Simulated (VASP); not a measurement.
A run of VASP 6.6.1:

Contents of INCAR:

```
SYSTEM = Ag
ALGO = Normal
EDIFF = 1E-7
ENCUT = 520
GGA = PS
ISIF = 2
ISMEAR = -1
LASPH = .TRUE.
LCHARG = .FALSE.
LREAL = .FALSE.
LWAVE = .FALSE.
NBANDS = 12
NELM = 100
PREC = Accurate
SIGMA = 0.05
```

The input KPOINTS:

```
k-points
0
G
  11 11 11
  0 0 0
```

The input POSCAR:

```
Ag
1.0
   -1.6774414196      1.6774414196      1.6774414196
    1.6774414196     -1.6774414196      1.6774414196
    1.6774414196      1.6774414196     -1.6774414196
Ag
1
Direct
    0.0000000000      0.0000000000      0.0000000000
```

Potentials or basis: VASP PAW PBE potentials, release 64 (Ag).

Run with:

```bash
$ cat potpaw_PBE.64/Ag/POTCAR > POTCAR
$ mpirun -np 1 vasp_std > vasp.out
```

Hardware: 1 thread of Intel(R) Xeon(R) Platinum 8259CL CPU @ 2.50GHz (Skylake/Cascade Lake), on a shared host.

**Question.** Estimate the wall time of this run.

**Answer.** It took 7.4 s on 1 thread of Intel(R) Xeon(R) Platinum 8259CL CPU @ 2.50GHz (Skylake/Cascade Lake), with other jobs on the host, peak memory 0.14 GiB. Counts: scf iterations 11, k points 56.
